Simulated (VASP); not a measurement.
# Tl: single point with PBE

The system is Tl.

```
CELL_PARAMETERS angstrom
-2.41347 2.41347 1.28767
2.41347 -2.41347 1.28767
2.41347 2.41347 -1.28767
ATOMIC_POSITIONS crystal
Tl 0.62500 0.87500 0.75000
Tl 0.37500 0.12500 0.25000
```

* Program: VASP 6.6.1
* Task: single point
* Functional: PBE
* Potentials or basis: VASP PAW PBE potentials, release 64 (Tl_d)
* Cutoff: 520 eV
* k mesh: 13 × 13 × 13
* Occupations: fermi-dirac, width 0.08 eV
* Spin: no spin polarisation

```json
{
  "Pressure": "166.0 GPa",
  "Band gap on the k mesh": "zero (bands 13 and 14 overlap by 10.18 eV)"
}
```

Levels at points of the mesh, in eV from the Fermi level:
| k point | band 9 | band 10 | band 11 | band 12 | band 13 | band 14 | band 15 | band 16 | band 17 | band 18 |
| --- | --- | --- | --- | --- | --- | --- | --- | --- | --- | --- |
| (0.00, 0.00, 0.00) | -13.01 | -11.99 | -11.03 | -2.06 | -2.06 | 1.42 | 6.87 | 10.25 | 10.25 | 15.34 |

Run time: 2.7 min on 1 thread of Oxide Virtual Turin-like Processor (shared host), peak memory 0.19 GiB.

Caveat: the cell stands under pressure; spin-orbit coupling is left out, which moves the levels of the heavy elements.
